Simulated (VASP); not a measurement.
# Gd (P6_3/mmc) in VASP: further runs, part 2 of 2

VASP 6.6.1.

## Step 3: Single point, PBE, collinear spin, ferromagnetic start

This run uses another cell than the first one, of 30.62 Å³/atom.

File INCAR:

```
SYSTEM = Gd
  PREC = Accurate
  ENCUT = 520
  EDIFF = 1E-7
  ISMEAR = 1
  SIGMA = 0.1
  LREAL = .FALSE.
  LASPH = .TRUE.
  NELM = 150
  ALGO = Normal
  ISIF = 2
  LWAVE = .FALSE.
  LCHARG = .FALSE.
  ISPIN = 2
  MAGMOM = 9.1 9.1
  LORBIT = 11
  LMAXMIX = 6
  GGA = PE
  NBANDS = 29
```

File KPOINTS:

```
regular mesh
0
G
  9 9 5
  0 0 0
```

File POSCAR:

```
Gd
1.0
    3.5427278016      0.0000000000      0.0000000000
   -1.7713639008      3.0680919161      0.0000000000
    0.0000000000      0.0000000000      5.6342623172
Gd
2
Direct
    0.3333333333      0.6666666667      0.2500000000
    0.6666666667      0.3333333333      0.7500000000
```

Potentials or basis: VASP PAW PBE potentials, release 64 (Gd).

On the command line:

```bash
> cat potpaw_PBE.64/Gd/POTCAR > POTCAR
> mpirun -np 1 vasp_std > vasp.out
```

OUTCAR:

```text
SYSTEM = Gd
   PREC = Accurate
   ENCUT = 520
   EDIFF = 1E-7
   ISMEAR = 1
   LREAL = .FALSE.
   LASPH = .TRUE.
   NELM = 150
   ISIF = 2
   ISPIN = 2
   LORBIT = 11
   GGA = PE

 ion  position               nearest neighbor table
   1  0.333  0.667  0.250-   2 3.48   2 3.48   2 3.48   2 3.48   2 3.48   2 3.48
   2  0.667  0.333  0.750-   1 3.48   1 3.48   1 3.48   1 3.48   1 3.48   1 3.48

  LATTYP: Found a hexagonal cell.
 ALAT       =     3.5427278016
 C/A-ratio  =     1.5903740374

  Lattice vectors:

 A1 = (   3.5427278016,   0.0000000000,   0.0000000000)
 A2 = (  -1.7713639008,   3.0680919161,   0.0000000000)
 A3 = (   0.0000000000,   0.0000000000,   5.6342623172)

Analysis of symmetry for initial positions (statically):
=====================================================================
 Subroutine PRICEL returns:
 Original cell was already a primitive cell.

 Routine SETGRP: Setting up the symmetry group for a
 hexagonal supercell.

 Subroutine GETGRP returns: Found 24 space group operations
 (whereof 12 operations were pure point group operations)
 out of a pool of 24 trial point group operations.

The static configuration has the point symmetry D_3d.
 The point group associated with its full space group is D_6h.

Analysis of symmetry for dynamics (positions and initial velocities):
=====================================================================
 Subroutine PRICEL returns:
 Original cell was already a primitive cell.

 Routine SETGRP: Setting up the symmetry group for a
 hexagonal supercell.

 Subroutine GETGRP returns: Found 24 space group operations
 (whereof 12 operations were pure point group operations)
 out of a pool of 24 trial point group operations.

The dynamic configuration has the point symmetry D_3d.
 The point group associated with its full space group is D_6h.

[... 146 lines left out ...]
  energy-cutoff  :      520.00
  volume of cell :       61.24
 maximum number of plane-waves:      1689
 NGX is ok and might be reduce to    28
   NGX = 13   NGY = 13   NGZ = 21

 number of electron      35.9999988 magnetization      15.1838719

 Free energy of the ion-electron system (eV)
  ---------------------------------------------------
  ext. energy  EPLUGINS =         0.00000000
  ---------------------------------------------------
  free energy    TOTEN  =       -23.34506384 eV

  energy without entropy =      -23.34811810  energy(sigma->0) =      -23.34608192

 E-fermi :   3.3434     XC(G=0): -10.3231

 val. band max:        3.3239372856   @ k =   0.3333   0.3333   0.4000
 cond. band min:       3.3671844782   @ k =   0.2222   0.2222   0.2000
 fundamental gap:      0.0432471926
 Fermi energy:         3.3434105012

 spin component 1

 k-point     1 :       0.0000    0.0000    0.0000
  band No.  band energies     occupation
      1     -41.8550      1.00000
      2     -41.7581      1.00000
      3     -19.7127      1.00000
      4     -18.9274      1.00000
      5     -18.9274      1.00000
      6     -18.7935      1.00000
[... 757 lines left out ...]
     28       3.9227     -0.00000
     29       5.6364      0.00000

 [... further k-points ...]

 spin component 2

 k-point     1 :       0.0000    0.0000    0.0000
  band No.  band energies     occupation
      1     -38.6217      1.00000
      2     -38.5008      1.00000
      3     -17.4990      1.00000
      4     -16.5502      1.00000
      5     -16.5502      1.00000
      6     -16.3940      1.00000
[... 757 lines left out ...]
     28       5.2684     -0.00000
     29       6.6909      0.00000

 [... further k-points ...]
[... 5 lines left out ...]
  --------------------------------------------------------------------------------------
  -------------------------------------------------------------------------------------
  Total        1.3311165      1.3311162      1.5028217      0.0000000      0.0000000      0.0000000
  in kB       34.8243837     34.8243756     39.3164973      0.0000000      0.0000000      0.0000000
  external PRESSURE =      36.3217522 kB  Pullay stress =       0.0000000 kB

 VOLUME and BASIS-vectors are now :
 -----------------------------------------------------------------------------
  energy-cutoff  :      520.00
  volume of cell :       61.24
      direct lattice vectors                 reciprocal lattice vectors
     3.542727802  0.000000000  0.000000000     0.282268369  0.162967738  0.000000000
    -1.771363901  3.068091916  0.000000000     0.000000000  0.325935476  0.000000000
     0.000000000  0.000000000  5.634262317     0.000000000  0.000000000  0.177485524

 POSITION                                       TOTAL-FORCE (eV/Angst)
 -----------------------------------------------------------------------------------
     -0.00000      2.04539      1.40857         0.000000     -0.000000      0.000000
      1.77136      1.02270      4.22570        -0.000000      0.000000      0.000000
 -----------------------------------------------------------------------------------
    total drift:                               -0.000000      0.000000     -0.000000

  FREE ENERGIE OF THE ION-ELECTRON SYSTEM (eV)
  ---------------------------------------------------
  free  energy   TOTEN  =       -23.3450638373 eV

  energy  without entropy=      -23.3481180972  energy(sigma->0) =      -23.34608192

 total charge

# of ion       s       p       d       f       tot
--------------------------------------------------
    1        2.079   5.563   0.618   6.969  15.229
    2        2.079   5.563   0.618   6.969  15.229
--------------------------------------------------
tot          4.157  11.127   1.235  13.939  30.458

 magnetization (x)

# of ion       s       p       d       f       tot
--------------------------------------------------
    1        0.005  -0.052   0.215   6.828   6.996
    2        0.005  -0.052   0.215   6.828   6.996
--------------------------------------------------
tot          0.010  -0.103   0.430  13.656  13.993
```

OSZICAR:

```text
N       E                     dE             d eps       ncg     rms          rms(c)
DAV:   1     0.255590123595E+03    0.25559E+03   -0.12671E+04  5815   0.635E+03
[... 33 lines left out ...]
DAV:  35    -0.233451329684E+02    0.10349E-04   -0.32907E-05  7587   0.613E-02    0.946E-01
DAV:  36    -0.233450708257E+02    0.62143E-04   -0.97212E-05  6377   0.225E-01    0.628E-01
DAV:  37    -0.233450692871E+02    0.15387E-05   -0.31607E-05  7373   0.609E-02    0.235E-01
DAV:  38    -0.233450631418E+02    0.61452E-05   -0.81662E-05  5905   0.202E-01    0.154E-01
DAV:  39    -0.233450645623E+02   -0.14204E-05   -0.17603E-05  7724   0.339E-02    0.338E-02
DAV:  40    -0.233450638869E+02    0.67535E-06   -0.17539E-06  6441   0.224E-02    0.584E-02
DAV:  41    -0.233450638373E+02    0.49627E-07   -0.92076E-08  2987   0.472E-03
   1 F= -.23345064E+02 E0= -.23346082E+02  d E =0.305426E-02  mag=    15.1840
```

Run time: 12 min. Hardware: 1 thread of Intel Xeon 8259CL, shared host; peak memory 0.28 GiB.

Results:

| Item | Value |
| --- | --- |
| Free energy | -23.3451 eV |
| Pressure | 3.6 GPa |
| Net moment | 15.18 μB per cell |
| Site moments | Gd +7.00 μB |
| Valence electrons inside the program's atomic spheres | Gd 15.23 |

Caveat: the cell stands under pressure; spin-orbit coupling is left out, which moves the levels of the heavy elements; semilocal functionals describe open f shells poorly, which spoils levels, moments and volumes. The state reached can hang on the start; a lower one may exist.

## Step 4: Single point, PBE, collinear spin, ferromagnetic start

This run uses another cell than the first one, of 31.45 Å³/atom.

File INCAR:

```
SYSTEM = Gd
  ALGO = Normal
  EDIFF = 1E-6
  ENCUT = 520
  GGA = PE
  ISIF = 2
  ISMEAR = 1
  ISPIN = 2
  LASPH = .TRUE.
  LCHARG = .FALSE.
  LMAXMIX = 6
  LORBIT = 11
  LREAL = .FALSE.
  LWAVE = .FALSE.
  MAGMOM = 9.1 9.1
  NBANDS = 29
  NELM = 150
  PREC = Accurate
  SIGMA = 0.1
```

File KPOINTS:

```
k-points
0
G
  9 9 5
  0 0 0
```

File POSCAR:

```
Gd
1.0
    3.5743609736      0.0000000000      0.0000000000
   -1.7871804868      3.0954870435      0.0000000000
    0.0000000000      0.0000000000      5.6845708927
Gd
2
Direct
    0.3333333333      0.6666666667      0.2500000000
    0.6666666667      0.3333333333      0.7500000000
```

On the command line:

```bash
> cat potpaw_PBE.64/Gd/POTCAR > POTCAR
> mpirun -np 1 vasp_std > vasp.out
```

Run time: 8.2 min. Hardware: 1 thread of Intel Xeon 8259CL, shared host; peak memory 0.28 GiB.

It converged, with:

```yaml
Free_energy: -23.3773 eV
Pressure: 2.2 GPa
Net_moment: 15.22 μB per cell
Site_moments: Gd +7.00 μB
Valence_electrons_inside_the_program's_atomic_spheres: Gd 15.21
```

Stress tensor (GPa, compression positive):
```
2.11 0.00 0.00
0.00 2.11 0.00
0.00 0.00 2.46
```

Levels at points of the mesh, in eV from the Fermi level:
Spin up:
| k point | band 23 | band 24 | band 25 | band 26 | band 27 | band 28 | band 29 |
| --- | --- | --- | --- | --- | --- | --- | --- |
| (0.00, 0.00, 0.00) | -4.71 | -2.57 | 1.26 | 1.37 | 1.37 | 1.55 | 2.03 |
Spin down:
```csv
k point,band 6,band 7,band 8,band 9,band 10,band 11,band 12,band 13,band 14,band 15
"(0.00, 0.00, 0.00)",-19.81,-19.81,-19.79,-4.22,-1.51,0.38,0.41,0.47,0.53,0.53
```

Caveat: spin-orbit coupling is left out, which moves the levels of the heavy elements; semilocal functionals describe open f shells poorly, which spoils levels, moments and volumes. The state reached can hang on the start; a lower one may exist.

## Step 5: Single point, PBE, collinear spin, ferromagnetic start

This run uses another cell than the first one, of 32.28 Å³/atom.

File INCAR:

```
PREC = Accurate ; ENCUT = 520
EDIFF = 1E-6 ; ISMEAR = 1
SIGMA = 0.1 ; LREAL = F
LASPH = T ; NELM = 150
ALGO = Normal ; ISIF = 2
LWAVE = F ; LCHARG = F
ISPIN = 2 ; MAGMOM = 9.1 9.1
LORBIT = 11 ; LMAXMIX = 6
GGA = PE ; NBANDS = 29
```

File KPOINTS:

```
regular mesh
0
Gamma
  9 9 5
```

File POSCAR:

```
Gd
1.0
    3.6054439335      0.0000000000      0.0000000000
   -1.8027219668      3.1224056733      0.0000000000
    0.0000000000      0.0000000000      5.7340044252
Gd
2
Direct
    0.3333333333      0.6666666667      0.2500000000
    0.6666666667      0.3333333333      0.7500000000
```

Potentials or basis: VASP PAW PBE potentials, release 64 (Gd).

On the command line:

```bash
> cat potpaw_PBE.64/Gd/POTCAR > POTCAR
> mpirun -np 1 vasp_std > vasp.out
```

OUTCAR:

```text
PREC = Accurate
   ENCUT = 520
   EDIFF = 1E-6
   ISMEAR = 1
   LREAL = F
   LASPH = T
   NELM = 150
   ISIF = 2
   ISPIN = 2
   LORBIT = 11
   GGA = PE

 ion  position               nearest neighbor table
   1  0.333  0.667  0.250-   2 3.54   2 3.54   2 3.54   2 3.54   2 3.54   2 3.54
   2  0.667  0.333  0.750-   1 3.54   1 3.54   1 3.54   1 3.54   1 3.54   1 3.54

  LATTYP: Found a hexagonal cell.
 ALAT       =     3.6054439335
 C/A-ratio  =     1.5903740374

  Lattice vectors:

 A1 = (   3.6054439335,   0.0000000000,   0.0000000000)
[... 1756 lines left out ...]
 VOLUME and BASIS-vectors are now :
 -----------------------------------------------------------------------------
  energy-cutoff  :      520.00
  volume of cell :       64.55
      direct lattice vectors                 reciprocal lattice vectors
     3.605443934  0.000000000  0.000000000     0.277358355  0.160132940  0.000000000
    -1.802721967  3.122405673  0.000000000     0.000000000  0.320265880  0.000000000
     0.000000000  0.000000000  5.734004425     0.000000000  0.000000000  0.174398191

 POSITION                                       TOTAL-FORCE (eV/Angst)
 -----------------------------------------------------------------------------------
     -0.00000      2.08160      1.43350         0.000000     -0.000000      0.000000
      1.80272      1.04080      4.30050        -0.000000      0.000000      0.000000
 -----------------------------------------------------------------------------------
    total drift:                               -0.000000      0.000000     -0.000000

  FREE ENERGIE OF THE ION-ELECTRON SYSTEM (eV)
  ---------------------------------------------------
  free  energy   TOTEN  =       -23.3982554736 eV

  energy  without entropy=      -23.4008252658  energy(sigma->0) =      -23.39911207

 total charge

# of ion       s       p       d       f       tot
--------------------------------------------------
    1        2.075   5.567   0.587   6.972  15.201
    2        2.075   5.567   0.587   6.972  15.201
--------------------------------------------------
tot          4.151  11.134   1.174  13.944  30.403

 magnetization (x)

# of ion       s       p       d       f       tot
--------------------------------------------------
    1        0.004  -0.051   0.219   6.830   7.002
    2        0.004  -0.051   0.219   6.830   7.002
--------------------------------------------------
tot          0.009  -0.103   0.438  13.660  14.004
```

OSZICAR:

```text
N       E                     dE             d eps       ncg     rms          rms(c)
DAV:   1     0.253456752700E+03    0.25346E+03   -0.12926E+04  5786   0.641E+03
[... 26 lines left out ...]
DAV:  28    -0.233982338084E+02    0.11998E-04   -0.43240E-05  6976   0.132E-01    0.969E-01
DAV:  29    -0.233982421392E+02   -0.83307E-05   -0.33965E-05  6010   0.121E-01    0.422E-01
DAV:  30    -0.233982645300E+02   -0.22391E-04   -0.13694E-04  5860   0.266E-01    0.274E-01
DAV:  31    -0.233982730906E+02   -0.85606E-05   -0.22979E-05  7136   0.496E-02    0.314E-01
DAV:  32    -0.233982618581E+02    0.11232E-04   -0.19301E-05  5562   0.103E-01    0.190E-01
DAV:  33    -0.233982563266E+02    0.55316E-05   -0.13068E-05  5823   0.655E-02    0.256E-01
DAV:  34    -0.233982554736E+02    0.85295E-06   -0.26308E-06  2935   0.285E-02
   1 F= -.23398255E+02 E0= -.23399112E+02  d E =0.256979E-02  mag=    15.2661
```

stdout:

```text
POSCAR found type information on POSCAR Gd
 POSCAR found :  1 types and       2 ions
 scaLAPACK will be used
 LDA part: xc-table for (Slater+PW92), standard interpolation
 POSCAR, INCAR and KPOINTS ok, starting setup
 FFT: planning ... GRIDC
 FFT: planning ... GRID_SOFT
 FFT: planning ... GRID
 WAVECAR not read
 entering main loop
```

Run time: 10 min. Hardware: 1 thread of Intel Xeon 8259CL, shared host; peak memory 0.29 GiB.

What came out:

```yaml
Free_energy: -23.3983 eV
Pressure: 1.2 GPa
Net_moment: 15.27 μB per cell
Site_moments: Gd +7.00 μB
Valence_electrons_inside_the_program's_atomic_spheres: Gd 15.20
```

Stress tensor (GPa, compression positive):
```
1.11 0.00 0.00
0.00 1.11 0.00
0.00 0.00 1.36
```

Caveat: spin-orbit coupling is left out, which moves the levels of the heavy elements; semilocal functionals describe open f shells poorly, which spoils levels, moments and volumes.

## Step 6: Single point, PBE, collinear spin, ferromagnetic start

This run uses another cell than the first one, of 33.10 Å³/atom.

File INCAR:

```
SYSTEM = Gd
  PREC = Accurate
  ENCUT = 520
  EDIFF = 1E-7
  ISMEAR = 1
  SIGMA = 0.1
  LREAL = .FALSE.
  LASPH = .TRUE.
  NELM = 150
  ALGO = Normal
  ISIF = 2
  LWAVE = .FALSE.
  LCHARG = .TRUE.
  ISPIN = 2
  MAGMOM = 9.1 9.1
  LORBIT = 11
  LMAXMIX = 6
  GGA = PE
  LELF = .TRUE.
  LVHAR = .TRUE.
  NBANDS = 29
```

File KPOINTS:

```
regular mesh
0
G
  9 9 5
  0 0 0
```

File POSCAR:

```
Gd
1.0
    3.6360000000      0.0000000000      0.0000000000
   -1.8180000000      3.1488680000      0.0000000000
    0.0000000000      0.0000000000      5.7826000000
Gd
2
Direct
    0.3333333333      0.6666666667      0.2500000000
    0.6666666667      0.3333333333      0.7500000000
```

Potentials or basis: VASP PAW PBE potentials, release 64 (Gd).

On the command line:

```bash
> cat potpaw_PBE.64/Gd/POTCAR > POTCAR
> mpirun -np 1 vasp_std > vasp.out
```

Run time: 12 min. Hardware: 1 thread of Intel Xeon 8259CL, shared host; peak memory 0.29 GiB.

The run converged. Its results:

* Free energy: -23.4090 eV
* Pressure: 0.5 GPa
* Net moment: 15.30 μB per cell
* Site moments: Gd +7.00 μB
* Valence electrons inside the program's atomic spheres: Gd 15.19

Stress tensor (GPa, compression positive):
```
0.41 0.00 0.00
0.00 0.41 0.00
0.00 0.00 0.62
```

Levels at points of the mesh, in eV from the Fermi level:
Spin up:
| k point | band 23 | band 24 | band 25 | band 26 | band 27 | band 28 | band 29 |
| --- | --- | --- | --- | --- | --- | --- | --- |
| (0.00, 0.00, 0.00) | -4.81 | -2.50 | 1.05 | 1.33 | 1.33 | 1.50 | 1.95 |
Spin down:
```csv
k point,band 7,band 8,band 9,band 10,band 11,band 12,band 13,band 14
"(0.00, 0.00, 0.00)",-19.94,-19.94,-4.15,-1.41,0.32,0.35,0.40,0.46
```

Caveat: spin-orbit coupling is left out, which moves the levels of the heavy elements; semilocal functionals describe open f shells poorly, which spoils levels, moments and volumes. The state reached can hang on the start; a lower one may exist.

## Step 7: Summary

| cell | gap on the mesh (eV) | pressure (GPa) | moment (μB) |
| --- | --- | --- | --- |
| a = 3.511, b = 3.511, c = 5.583 Å, angles 90.0, 90.0, 120.0°, 2 atoms | none | 4.8 | 15.15 |
| a = 3.543, b = 3.543, c = 5.634 Å, angles 90.0, 90.0, 120.0°, 2 atoms | none | 3.6 | 15.18 |
| a = 3.574, b = 3.574, c = 5.685 Å, angles 90.0, 90.0, 120.0°, 2 atoms | none | 2.2 | 15.22 |
| a = 3.605, b = 3.605, c = 5.734 Å, angles 90.0, 90.0, 120.0°, 2 atoms | none | 1.2 | 15.27 |
| a = 3.636, b = 3.636, c = 5.783 Å, angles 90.0, 90.0, 120.0°, 2 atoms | none | 0.5 | 15.30 |

Alike in all rows: task single point; level PBE; potentials or basis VASP PAW PBE potentials, release 64 (Gd); spin collinear, ferromagnetic start; k mesh 9 × 9 × 5; cutoff (eV) 520; smearing methfessel-paxton 0.1 eV.

Caveats: spin-orbit coupling is left out, which moves the levels of the heavy elements; semilocal functionals describe open f shells poorly, which spoils levels, moments and volumes; the cell stands under pressure (at least some runs).

Absolute energies hang on the potentials; compare differences alone.
